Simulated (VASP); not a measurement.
# Zn7S8 (a cell with a defect) in VASP: notebook

Runs on Zn7S8 (a cell with a defect). Level: PBE. Tasks: single point.

Program: VASP 6.6.1. These are calculated values, not measurements. Logs are shortened: lines on timing, memory, paths and dates and some standing lists are left out, and cuts for length are marked.

**1. The cell of the first run**

The cell holds a defect, 15 atoms: a = 7.697 Å, b = 7.697 Å, c = 7.697 Å, α = 60.00°, β = 60.00°, γ = 60.00°.

**2. Single point, PBE**

Input file INCAR:

```
ALGO = Normal
EDIFF = 1E-7
ENCUT = 520
GGA = PE
ISIF = 2
ISMEAR = 0
LASPH = True
LCHARG = False
LREAL = Auto
LWAVE = False
NBANDS = 79
NELECT = 134.0
NELM = 100
PREC = Accurate
SIGMA = 0.02
```

Input file KPOINTS:

```
k-points
0
Gamma
  2 2 2
```

Input file POSCAR:

```
Zn7S8
1.0
    0.0000000000      5.4423086079     -5.4423086079
    5.4423086079      5.4423086079      0.0000000000
    5.4423086079      0.0000000000     -5.4423086079
Zn S
7 8
Direct
    0.4882073384      0.4010000456      0.4882071546
    0.9550566450      0.5085397024      0.5088314904
    1.0236777076     -0.0052066140      0.5164626269
    0.5088313985      0.5085397943      0.9550565531
    0.5164624431     -0.0052064302      1.0236777076
    1.0003647151      0.4967832026      1.0003647151
    0.9892730067      0.0209931131      0.9892730067
    0.1347809455      0.1184878599      0.1347811293
    0.1174559449      0.6372969175      0.1174559449
    0.6212414149      0.1402944146      0.1402648315
    0.6213624114      0.6072775798      0.1286307063
    0.1402648315      0.1402944146      0.6212414149
    0.1286307981      0.6072774879      0.6213625032
    0.6565833100      0.0664668298      0.6565834938
    0.5978070584      0.6321617806      0.5978068747
```

Potentials or basis: VASP PAW PBE potentials, release 64 (Zn, S).

Run with:

```sh
> cat potpaw_PBE.64/Zn/POTCAR potpaw_PBE.64/S/POTCAR > POTCAR
> mpirun -np 1 vasp_std > vasp.out
```

OUTCAR:

```text
EDIFF = 1E-7
   ENCUT = 520
   GGA = PE
   ISIF = 2
   ISMEAR = 0
   LASPH = True
   LREAL = Auto
   NELECT = 134.0
   NELM = 100
   PREC = Accurate

 ion  position               nearest neighbor table
   1  0.488  0.401  0.488-  14 2.23  11 2.37  13 2.37  15 2.88
   2  0.955  0.509  0.509-  15 2.26  12 2.36  13 2.44   9 2.47
   3  0.024  0.995  0.516-  12 2.31  14 2.33   8 2.40  13 2.46
   4  0.509  0.509  0.955-  15 2.26  10 2.36  11 2.44   9 2.47
   5  0.516  0.995  0.024-  10 2.31  14 2.33   8 2.40  11 2.46
   6  0.000  0.497  0.000-   9 2.36   8 2.38  13 2.38  11 2.38
   7  0.989  0.021  0.989-  10 2.32  12 2.32   9 2.41   8 2.45
   8  0.135  0.118  0.135-   6 2.38   5 2.40   3 2.40   7 2.45
   9  0.117  0.637  0.117-   6 2.36   7 2.41   4 2.47   2 2.47
  10  0.621  0.140  0.140-   5 2.31   7 2.32   4 2.36
  11  0.621  0.607  0.129-   1 2.37   6 2.38   4 2.44   5 2.46
  12  0.140  0.140  0.621-   3 2.31   7 2.32   2 2.36
  13  0.129  0.607  0.621-   1 2.37   6 2.38   2 2.44   3 2.46
  14  0.657  0.066  0.657-   1 2.23   5 2.33   3 2.33
  15  0.598  0.632  0.598-   2 2.26   4 2.26   1 2.88

  LATTYP: Found a face centered cubic cell.
 ALAT       =    10.8846172158

  Lattice vectors:

 A1 = (   0.0000000000,   5.4423086079,  -5.4423086079)
 A2 = (   5.4423086079,   5.4423086079,   0.0000000000)
 A3 = (   5.4423086079,   0.0000000000,  -5.4423086079)

Analysis of symmetry for initial positions (statically):
=====================================================================
 Subroutine PRICEL returns:
 Original cell was already a primitive cell.

 Routine SETGRP: Setting up the symmetry group for a
 face centered cubic supercell.

 Subroutine GETGRP returns: Found  2 space group operations
 (whereof  2 operations were pure point group operations)
 out of a pool of 48 trial point group operations.

The static configuration has the point symmetry C_1h.

Analysis of symmetry for dynamics (positions and initial velocities):
=====================================================================
 Subroutine PRICEL returns:
 Original cell was already a primitive cell.

 Routine SETGRP: Setting up the symmetry group for a
 face centered cubic supercell.

 Subroutine GETGRP returns: Found  2 space group operations
 (whereof  2 operations were pure point group operations)
 out of a pool of 48 trial point group operations.

The dynamic configuration has the point symmetry C_1h.

 Subroutine INISYM returns: Found  2 space group operations
 (whereof  2 operations are pure point group operations),
 and found     1 'primitive' translations

----------------------------------------------------------------------------------------

                                     Primitive cell

  volume of cell :     322.3885

  direct lattice vectors                    reciprocal lattice vectors
     0.000000000  5.442308608 -5.442308608    -0.091872776  0.091872776 -0.091872776
     5.442308608  5.442308608  0.000000000     0.091872776  0.091872776  0.091872776
     5.442308608  0.000000000 -5.442308608     0.091872776 -0.091872776 -0.091872776

  length of vectors
     7.696586644  7.696586644  7.696586644     0.159128316  0.159128316  0.159128316

  position of ions in fractional coordinates (direct lattice)
     0.488207338  0.401000046  0.488207155
     0.955056645  0.508539702  0.508831490
     0.023677708  0.994793386  0.516462627
     0.508831398  0.508539794  0.955056553
     0.516462443  0.994793570  0.023677708
     0.000364715  0.496783203  0.000364715
     0.989273007  0.020993113  0.989273007
     0.134780945  0.118487860  0.134781129
     0.117455945  0.637296918  0.117455945
     0.621241415  0.140294415  0.140264831
     0.621362411  0.607277580  0.128630706
     0.140264831  0.140294415  0.621241415
     0.128630798  0.607277488  0.621362503
     0.656583310  0.066466830  0.656583494
     0.597807058  0.632161781  0.597806875

  ion indices of the primitive-cell ions
   primitive index   ion index
                 1           1
                 2           2
                 3           3
                 4           4
                 5           5
                 6           6
                 7           7
                 8           8
                 9           9
                10          10
                11          11
                12          12
                13          13
                14          14
                15          15

----------------------------------------------------------------------------------------

 KPOINTS: k-points

Automatic generation of k-mesh.
 Grid dimensions read from file:
 generate k-points for:    2    2    2

 Generating k-lattice:

  Cartesian coordinates                     Fractional coordinates (reciprocal lattice)
    -0.045936388  0.045936388 -0.045936388     0.500000000  0.000000000  0.000000000
     0.045936388  0.045936388  0.045936388     0.000000000  0.500000000  0.000000000
     0.045936388 -0.045936388 -0.045936388     0.000000000  0.000000000  0.500000000

  Length of vectors
     0.079564158  0.079564158  0.079564158

  Shift w.r.t. Gamma in fractional coordinates (k-lattice)
     0.000000000  0.000000000  0.000000000

 Subroutine IBZKPT returns following result:
 ===========================================

 Found      6 irreducible k-points:

 Following reciprocal coordinates:
            Coordinates               Weight
  0.000000  0.000000  0.000000      1.000000
  0.500000  0.000000  0.000000      2.000000
  0.000000  0.500000  0.000000      1.000000
  0.500000  0.500000  0.500000      1.000000
  0.500000  0.500000  0.000000      2.000000
  0.500000  0.000000  0.500000      1.000000
   k-points           NKPTS =      6   k-points in BZ     NKDIM =      6   number of bands    NBANDS=     79
   number of dos      NEDOS =    301   number of ions     NIONS =     15
   total plane-waves  NPLWV = 216000
   dimension x,y,z NGX =    60 NGY =   60 NGZ =   60
   dimension x,y,z NGXF=   120 NGYF=  120 NGZF=  120
   ions per type =               7   8
   NGX,Y,Z   is equivalent  to a cutoff of  12.96, 12.96, 12.96 a.u.
   NGXF,Y,Z  is equivalent  to a cutoff of  25.92, 25.92, 25.92 a.u.
 SYSTEM =  unknown system
   PREC   = accura    normal or accurate (medium, high low for compatibility)
   ISTART =      0    job   : 0-new  1-cont  2-samecut
   ICHARG =      2    charge: 1-file 2-atom 10-const
   ISPIN  =      1    spin polarized calculation?
   LNONCOLLINEAR =      F non collinear calculations
   LSORBIT =      F    spin-orbit coupling
   LASPH  =      T    aspherical Exc in radial PAW
   ENCUT  =  520.0 eV  38.22 Ry    6.18 a.u.  14.31 14.31 14.31*2*pi/ulx,y,z
   NELM   =    100;   NELMIN=  2; NELMDL= -5     # of ELM steps
   EDIFF  = 0.1E-06   stopping-criterion for ELM
   LREAL  =      T    real-space projection
   EDIFFG = 0.1E-05   stopping-criterion for IOM
   NSW    =      0    number of steps for IOM
   IBRION =     -1    ionic relax: 0-MD 1-quasi-New 2-CG
   NFREE  =      0    steps in history (QN), initial steepest desc. (CG)
   ISIF   =      2    stress and relaxation
   ISYM   =      2    0-nonsym 1-usesym 2-fastsym
   POTIM  = 0.5000    time-step for ionic-motion
   TEBEG  =    0.0;   TEEND  =   0.0 temperature during run
   PSTRESS=    0.0 pullay stress
   NELECT =     134.0000    total number of electrons
   NUPDOWN=      -1.0000    fix difference up-down
   EMIN   =  10.00;   EMAX   =-10.00  energy-range for DOS
   EFERMI =   0.00;   METHOD = LEGACY
   ISMEAR =     0;   SIGMA  =   0.02  broadening in eV -4-tet -1-fermi 0-gaus
   EFERMI_NEDOS =   21; number of points for ismear=-14 and -15
   IALGO  =     38    algorithm
   IMIX   =      4    mixing-type and parameters
     AMIX     =   0.40;   BMIX     =  1.00
     AMIX_MAG =   1.60;   BMIX_MAG =  1.00
  volume/ion in A,a.u.               =      21.49       145.04
  Fermi-wavevector in a.u.,A,eV,Ry     =   1.221753  2.308778 20.309136  1.492679
  Thomas-Fermi vector in A             =   2.356924
   LORBIT       =      0    0 simple, 1 ext, 2 COOP (PROOUT), +10 PAW based schemes
   GGA     = PE    functional components
   LHFCALC =     F    Hartree Fock is set to
   AEXX    =    0.0000 exact exchange contribution
   IVDW    =     0    specifies the selected vdW correction
   LEPSILON=     F    determine dielectric tensor
   LRPA    =     F    only Hartree local field effects (RPA)
 non-spin polarized calculation
 Gauss-broadening in eV      SIGMA  =   0.02
  energy-cutoff  :      520.00
  volume of cell :      322.39
 maximum number of plane-waves:      8694
 NGX is ok and might be reduce to    60
   NGX = 29   NGY = 29   NGZ = 29

 number of electron     134.0000015 magnetization

 Free energy of the ion-electron system (eV)
  ---------------------------------------------------
  ext. energy  EPLUGINS =         0.00000000
  ---------------------------------------------------
  free energy    TOTEN  =       -45.56618899 eV

  energy without entropy =      -45.56618899  energy(sigma->0) =      -45.56618899

 E-fermi :   2.2618     XC(G=0):  -9.3734

 val. band max:        2.1384772050   @ k =   0.0000   0.0000   0.0000
 cond. band min:       3.4124713968   @ k =   0.0000   0.0000   0.0000
 fundamental gap:      1.2739941918
 Fermi energy:         2.2618168474

 k-point     1 :       0.0000    0.0000    0.0000
  band No.  band energies     occupation
      1     -11.3256      2.00000
      2     -10.5601      2.00000
      3     -10.5531      2.00000
      4     -10.4228      2.00000
      5     -10.1375      2.00000
      6      -9.9063      2.00000
[... 71 lines left out ...]
     78       7.8110      0.00000
     79       7.8262      0.00000
[... 408 lines left out ...]
     78       7.3778      0.00000
     79       7.7515      0.00000

------------------------ aborting loop because EDIFF is reached ----------------------------------------

  FORCE on cell =-STRESS in cart. coord.  units (eV):
  Direction    XX          YY          ZZ          XY          YZ          ZX
  --------------------------------------------------------------------------------------
  -------------------------------------------------------------------------------------
  Total       12.5174801     12.5174801     13.3291669     -0.5714039      0.0488896      0.0488880
  in kB       62.2082524     62.2082524     66.2421007     -2.8397120      0.2429673      0.2429594
  external PRESSURE =      63.5528685 kB  Pullay stress =       0.0000000 kB

 VOLUME and BASIS-vectors are now :
 -----------------------------------------------------------------------------
  energy-cutoff  :      520.00
  volume of cell :      322.39
      direct lattice vectors                 reciprocal lattice vectors
     0.000000000  5.442308608 -5.442308608    -0.091872776  0.091872776 -0.091872776
     5.442308608  5.442308608  0.000000000     0.091872776  0.091872776  0.091872776
     5.442308608  0.000000000 -5.442308608     0.091872776 -0.091872776 -0.091872776

 POSITION                                       TOTAL-FORCE (eV/Angst)
 -----------------------------------------------------------------------------------
      4.83934      4.83934     -5.31395         0.762554      0.762554     -0.325626
      5.53685      7.96534     -7.96693        -0.128753     -0.080676     -0.029980
      8.22472      5.54283     -2.93961         0.089998     -0.001218      0.060823
      7.96534      5.53685     -7.96693        -0.080676     -0.128753     -0.029980
      5.54283      8.22472     -2.93961        -0.001218      0.089998      0.060823
      2.70563      2.70563     -0.00397        -0.015160     -0.015160     -0.066859
      5.49818      5.49818    -10.76786        -0.037480     -0.037480      0.071282
      1.37837      1.37837     -1.46704        -0.033715     -0.033715      0.026633
      4.10760      4.10760     -1.27846        -0.017621     -0.017621     -0.044286
      1.52689      4.14451     -4.14435        -0.082225     -0.085139     -0.017550
      4.00504      6.68664     -4.08169        -0.038456      0.052694      0.070279
      4.14451      1.52689     -4.14435        -0.085139     -0.082225     -0.017550
      6.68664      4.00504     -4.08169         0.052694     -0.038456      0.070279
      3.93506      3.93506     -7.14666        -0.223498     -0.223498      0.162529
      6.69387      6.69387     -6.50690        -0.161306     -0.161306      0.009182
 -----------------------------------------------------------------------------------
    total drift:                               -0.001772     -0.001251      0.001467

  FREE ENERGIE OF THE ION-ELECTRON SYSTEM (eV)
  ---------------------------------------------------
  free  energy   TOTEN  =       -45.5661889898 eV

  energy  without entropy=      -45.5661889898  energy(sigma->0) =      -45.56618899
```

It used 1200 s of CPU time on 1 thread of AMD EPYC 7R13 Processor (Zen 3), on a shared host.

Results:

| Item | Value |
| --- | --- |
| Free energy | -45.5662 eV |
| Largest force | 1.127 eV/Å |

Forces on the atoms (eV/Å):
```
Zn   0.763  0.763 -0.326
Zn  -0.129 -0.081 -0.030
Zn   0.090 -0.001  0.061
Zn  -0.081 -0.129 -0.030
Zn  -0.001  0.090  0.061
Zn  -0.015 -0.015 -0.067
Zn  -0.037 -0.037  0.071
S   -0.034 -0.034  0.027
S   -0.018 -0.018 -0.044
S   -0.082 -0.085 -0.018
S   -0.038  0.053  0.070
S   -0.085 -0.082 -0.018
S    0.053 -0.038  0.070
S   -0.223 -0.223  0.163
S   -0.161 -0.161  0.009
```

Caveat: the k points lie up to 0.50 Å⁻¹ apart; the cell carries a net charge on a neutralising background, which shifts energy and pressure; the cell is charged against a uniform background, so pressure and absolute levels hang on convention.

**3. Single point, PBE**

Input file INCAR:

```
PREC = Accurate
ENCUT = 520
EDIFF = 1E-6
ISMEAR = 0
SIGMA = 0.02
LREAL = Auto
LASPH = True
NELM = 100
ALGO = Normal
ISIF = 2
LWAVE = False
LCHARG = True
GGA = PE
LELF = True
LVHAR = True
NELECT = 134.0
NBANDS = 79
```

Input file KPOINTS:

```
regular mesh
0
Gamma
  2 2 2
```

Input file POSCAR:

```
Zn7S8
1.0
    0.0000000000      5.4423086079     -5.4423086079
    5.4423086079      5.4423086079      0.0000000000
    5.4423086079      0.0000000000     -5.4423086079
Zn S
7 8
Direct
    0.4882076140      0.1225855695      0.4882072465
    0.9550567369      0.5275719748      0.5088313985
    1.0236775239     -0.0349337044      0.5164626269
    0.5088313066      0.5275720667      0.9550566450
    0.5164625350     -0.0349337962      1.0236776158
    0.9892730067      0.5004605942      0.9892730067
    1.0003647151      0.0024872717      1.0003647151
    0.1347809455      0.1119498257      0.1347811293
    0.1174559449      0.6277910251      0.1174559449
    0.6213624114      0.1427291350      0.1286308900
    0.6212413230      0.5981994471      0.1402647397
    0.1286308900      0.1427291350      0.6213624114
    0.1402648315      0.5981993552      0.6212414149
    0.6565833100      0.1203671176      0.6565834938
    0.5978069666      0.6722248339      0.5978069666
```

Potentials or basis: VASP PAW PBE potentials, release 64 (Zn, S).

Run with:

```sh
> cat potpaw_PBE.64/Zn/POTCAR potpaw_PBE.64/S/POTCAR > POTCAR
> mpirun -np 1 vasp_std > vasp.out
```

Wall time 17 min (1 thread of AMD EPYC 7R13 (Zen 3), shared host); peak memory 0.47 GiB.

The run converged. Its results:

- Free energy: -45.5662 eV
- Largest force: 1.127 eV/Å

Forces on the atoms (eV/Å):
```
Zn  -0.763 -0.763 -0.326
Zn   0.081  0.129 -0.030
Zn   0.001 -0.090  0.061
Zn   0.129  0.081 -0.030
Zn  -0.090  0.001  0.061
Zn   0.037  0.037  0.071
Zn   0.015  0.015 -0.067
S    0.034  0.034  0.027
S    0.018  0.018 -0.044
S   -0.053  0.039  0.070
S    0.085  0.082 -0.018
S    0.039 -0.053  0.070
S    0.082  0.085 -0.018
S    0.224  0.224  0.163
S    0.161  0.161  0.009
```

Levels at points of the mesh, in eV from the Fermi level:
```
           k point  band 63  band 64  band 65  band 66  band 67  band 68  band 69  band 70  band 71  band 72
(0.00, 0.00, 0.00)    -1.18    -1.04    -0.50    -0.44    -0.13     1.14     2.06     2.36     2.40     2.69
(0.50, 0.00, 0.00)    -1.50    -1.21    -1.16    -0.70    -0.28     2.49     2.55     3.21     3.45     3.48
(0.00, 0.50, 0.00)    -1.58    -1.33    -1.24    -0.57    -0.35     2.15     2.89     2.96     3.47     3.49
(0.50, 0.50, 0.50)    -1.41    -1.08    -0.69    -0.67    -0.66     2.51     2.81     3.18     3.49     3.61
(0.50, 0.50, 0.00)    -1.64    -1.51    -1.17    -0.88    -0.57     3.14     3.55     3.70     3.74     3.92
(0.50, 0.00, 0.50)    -1.65    -1.49    -1.32    -0.85    -0.45     3.16     3.38     3.72     3.74     3.76
```

Caveat: the k points lie up to 0.50 Å⁻¹ apart; the cell carries a net charge on a neutralising background, which shifts energy and pressure; the cell is charged against a uniform background, so pressure and absolute levels hang on convention.
